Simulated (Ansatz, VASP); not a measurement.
**One calculation of NaI, two programs**

```xyz
2
Lattice="0.0000 3.2645 3.2645 3.2645 0.0000 3.2645 3.2645 3.2645 0.0000" Properties=species:S:1:pos:R:3 pbc="T T T"
Na    0.0000    0.0000    0.0000
I     3.2645    3.2645    3.2645
```

Alike in both runs: functional PBE; k mesh 6 × 6 × 6; occupations gaussian, width 0.02 eV; no spin polarisation.

Ansatz relaxed the structure, and its values are those at the end. VASP's run is a single point on that final structure, the one shown.

```csv
,VASP,Ansatz
version,VASP 6.6.1,Ansatz 0.2.0
potentials or method,"VASP PAW PBE potentials, release 64 (Na_pv, I), cutoff 500 eV","scalar-relativistic, plane waves, PAW"
valence electrons in the cell,14,26
```

Ansatz gave:

- gap on the k mesh at the Fermi level (eV): 3.58
- least direct gap on the mesh (eV): 3.58
- pressure (GPa): 0.0

Question: Estimate VASP's values.

Answer: gap on the k mesh at the Fermi level (eV): 3.57; least direct gap on the mesh (eV): 3.57; pressure (GPa): 0.0.

VASP's potentials hold 14 valence electrons a cell and Ansatz's 26, so a difference there can come from the potentials and not from the codes.

Neither program's run includes spin-orbit coupling.
